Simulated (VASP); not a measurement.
Set up this calculation in VASP 6.6.1, as the native input.

```
Task                   : single point
Functional             : PBEsol
Dispersion             : D3(BJ)
Potentials or basis    : VASP PAW PBE potentials, release 64 (Cl)
Cutoff                 : 520 eV
k mesh                 : 7 × 7 × 4
Occupations            : fermi-dirac, width 0.05 eV
Spin                   : no spin polarisation
Dipole correction      : no
Further INCAR settings : ALGO = Normal; EDIFF = 1e-07; NBANDS = 22
```

The structure of Cl lies in POSCAR:

```
Cl
1.0
    3.1712942809     -1.9044010818      0.0000000000
    3.1712942809      1.9044010818      0.0000000000
    0.0000000000      0.0000000000      7.8784670791
Cl
4
Direct
    0.3674950977      0.6325049023      0.3877411178
    0.1325049023      0.8674950977      0.8877411178
    0.6325049023      0.3674950977      0.6122588822
    0.8674950977      0.1325049023      0.1122588822
```

The input as run:

INCAR

```
PREC = Accurate
ENCUT = 520
EDIFF = 1E-7
ISMEAR = -1
SIGMA = 0.05
LREAL = F
LASPH = T
NELM = 100
ALGO = Normal
ISIF = 2
LWAVE = F
LCHARG = T
GGA = PS
IVDW = 12
LELF = T
LVHAR = T
NBANDS = 22
```

KPOINTS

```
Automatic mesh
0
Gamma
  7 7 4
```

Potentials or basis: VASP PAW PBE potentials, release 64 (Cl).

Launch:

```bash
$ cat potpaw_PBE.64/Cl/POTCAR > POTCAR
$ mpirun -np 1 vasp_std > vasp.out
```

It gave:

```yaml
Pressure: -0.3 GPa
Largest_force: 0.144 eV/Å
Band_gap_on_the_k_mesh: 2.05 eV
Dispersion_energy_per_atom: -0.146 eV
```

Caveat: the PAW data sets were made with another functional, which shifts forces and pressure a little; an odd mesh through Γ misses points on the zone boundary, where band edges can lie.

Wall time 44 s on 1 thread of Intel(R) Xeon(R) 6975P-C (Granite Rapids), on a shared host, peak memory 0.24 GiB.
